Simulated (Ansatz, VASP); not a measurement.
## CoW3: VASP beside Ansatz

The input INCAR:

```
SYSTEM = CoW3
ALGO = Normal
EDIFF = 1E-6
ENCUT = 600
GGA = PS
GGA_COMPAT = .FALSE.
ISIF = 2
ISMEAR = -1
ISPIN = 2
LASPH = .TRUE.
LCHARG = .FALSE.
LMAXMIX = 4
LORBIT = 11
LREAL = .FALSE.
LWAVE = .FALSE.
MAGMOM = 0 0 0 0.5
NBANDS = 38
NELM = 200
NUPDOWN = 0.5
PREC = Accurate
SIGMA = 0.05
```

KPOINTS

```
k-points
0
G
  6 6 6
  0 0 0
```

The input POSCAR:

```
CoW3
1.0
    3.9073510000      0.0000000000      0.0000000000
    0.0000000000      3.9073510000      0.0000000000
    0.0000000000      0.0000000000      3.9073510000
W Co
3 1
Direct
    0.5000000000      0.5000000000      0.0000000000
    0.5000000000      0.0000000000      0.5000000000
    0.0000000000      0.5000000000      0.5000000000
    0.0000000000      0.0000000000      0.0000000000
```

File input.yaml:

```yaml
crystal:
  lattice:
    - [3.907351, 0.0, 0.0]
    - [0.0, 3.907351, 0.0]
    - [0.0, 0.0, 3.907351]
  atoms:
    - { symbol: W, position: [0.5, 0.5, 0.0] }
    - { symbol: W, position: [0.5, 0.0, 0.5] }
    - { symbol: W, position: [0.0, 0.5, 0.5] }
    - { symbol: Co, position: [0.0, 0.0, 0.0], spin: 0.5 }
hamiltonian:
  xc: pbesol
  pseudopotentials: { kind: paw }
magnetization:
  spin_polarized: true
  initial_magnetization: 0.5
  spin_locking: { lock_magnetization: hard }
kpoints:
  mp_grid: { grid: [6, 6, 6] }
scf:
  occupations: { method: fermi_dirac, width: 0.05 }
  lower_state_search: "off"
output:
  forces: true
  stress: true
  eigenvalues: true
```

Alike in both runs: task single point; functional PBEsol; k mesh 6 × 6 × 6; occupations fermi-dirac, width 0.05 eV; collinear spin; fixed moment 0.5 μB.

```csv
,VASP,Ansatz
version,VASP 6.6.1,Ansatz 0.2.0
potentials or method,"VASP PAW PBE potentials, release 64 (W_sv, Co)",Ansatz PAW
plane-wave cutoff (eV),600,420
valence electrons in the cell,51,59
```

```csv
,VASP,Ansatz,Ansatz less VASP
pressure (GPa),-9.7,-10.3,-0.57
net moment per atom (μB),0.13,0.12,0.000
size of the moment on the site where the two differ most (μB),0.42,0.42,+0.008
```

VASP's potentials were made for PBE, not for PBEsol. Site moments also hang on the region over which each program counts them. VASP's potentials hold 51 valence electrons a cell and Ansatz's 59, so a difference there can come from the potentials and not from the codes.

Neither program's run includes spin-orbit coupling.
